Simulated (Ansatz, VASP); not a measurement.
**One calculation of H3Pt2, two programs**

INCAR

```
SYSTEM = H3Pt2
PREC = Accurate
ENCUT = 600
EDIFF = 1E-6
ISMEAR = 0
SIGMA = 0.1
LREAL = .FALSE.
LASPH = .TRUE.
NELM = 80
ALGO = Normal
ISIF = 3
LWAVE = .FALSE.
LCHARG = .FALSE.
GGA = PE
IBRION = 2
NSW = 100
EDIFFG = -0.01
```

The input KPOINTS:

```
regular mesh
0
G
  18 18 6
  0 0 0
```

Contents of POSCAR:

```
H3Pt2
1.0
    2.8168682006      0.0000000000      0.0000000000
   -1.4084341003      2.4394794208      0.0000000000
    0.0000000000      0.0000000000      7.9313424870
H Pt
3 2
Direct
    0.0000000000      0.0000000000      0.0000000000
    0.3333333333      0.6666666667      0.2921355360
    0.6666666667      0.3333333333      0.7078644640
    0.3333333333      0.6666666667      0.8213813284
    0.6666666667      0.3333333333      0.1786186716
```

Input for Ansatz:

```yaml
crystal:
  lattice:
    - [2.8168682006, 0.0, 0.0]
    - [-1.4084341003, 2.4394794208, 0.0]
    - [0.0, 0.0, 7.931342487]
  atoms:
    - { symbol: H, position: [0.0, 0.0, 0.0] }
    - { symbol: H, position: [0.3333333333, 0.6666666667, 0.292135536] }
    - { symbol: H, position: [0.6666666667, 0.3333333333, 0.707864464] }
    - { symbol: Pt, position: [0.3333333333, 0.6666666667, 0.8213813284] }
    - { symbol: Pt, position: [0.6666666667, 0.3333333333, 0.1786186716] }
basis:
  ecutwfc: 420
kpoints:
  mp_grid: { grid: [18, 18, 6] }
hamiltonian:
  xc: pbe
scf:
  occupations: { method: gaussian, width: 0.1 }
output:
  forces: true
  stress: true
  eigenvalues: true
relax:
  adjacent_minimum: "off"
  f_tol: 0.01
  max_steps: 80
  cell: { stress_tol: 0.05 }
```

Change from the starting cell: species swapped into the Al3Cu2 type (P-3m1, No. 164).

Alike in both runs: task relaxation of cell and atoms; functional PBE; k mesh 18 × 18 × 6; occupations gaussian, width 0.1 eV; no spin polarisation.

|  | VASP | Ansatz |
| --- | --- | --- |
| version | VASP 6.6.1 | Ansatz 0.2.0 |
| potentials or method | VASP PAW PBE potentials, release 64 (H, Pt), cutoff 600 eV | scalar-relativistic, plane waves, PAW |
| valence electrons in the cell | 23 | 39 |

VASP gave:

| Item | Value |
| --- | --- |
| gap on the k mesh at the Fermi level, each at its own relaxed structure (eV) | none |
| relaxed volume (Å³/atom) | 10.84 |
| relaxed cell length with the largest relative difference (Å) | 7.777 |

Task: What did Ansatz give for the same quantities?

Result: gap on the k mesh at the Fermi level, each at its own relaxed structure (eV): none; relaxed volume (Å³/atom): 11.04; relaxed cell length with the largest relative difference (Å): 7.911.

A gap of «none» marks a metal or a gap that the smearing closes. VASP's potentials hold 23 valence electrons a cell and Ansatz's 39, so a difference there can come from the potentials and not from the codes.

Spin-orbit coupling is off throughout.
